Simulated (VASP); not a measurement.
The system is BN.

```
B N
1.0
     2.55394    0.00000    0.00000
    -1.27697    2.21178    0.00000
     0.00000    0.00000    4.05778
B N
2 2
Direct
  0.66667 0.33333 0.99972
  0.33333 0.66667 0.49972
  0.66667 0.33333 0.62528
  0.33333 0.66667 0.12528
```

Base run:

| Property | Result |
| --- | --- |
| Program | VASP 6.6.1 |
| Functional | RPBE |
| Potentials or basis | VASP PAW PBE potentials, release 64 (B, N) |
| Cutoff | 520 eV |
| k mesh | 12 × 12 × 6 |
| Occupations | gaussian, width 0.05 eV |
| Spin | no spin polarisation |

Its results: band gap on the k mesh 5.35 eV, indirect (least direct gap 8.17 eV); pressure 23.8 GPa; largest force 0.203 eV/Å.

Question: The run is repeated on the same cell with these changes: functional from RPBE to PBEsol; further incar settings from ALGO = Normal; EDIFF = 1e-07; NBANDS = 16 to ALGO = Normal; EDIFF = 1e-06; NBANDS = 16. What comes out?

Answer: Band gap on the k mesh 5.05 eV, indirect (least direct gap 8.02 eV); pressure 11.9 GPa; largest force 0.203 eV/Å.

Caveats: the PAW data sets were made with another functional, which shifts forces and pressure a little.

A k mesh can miss the band edges.
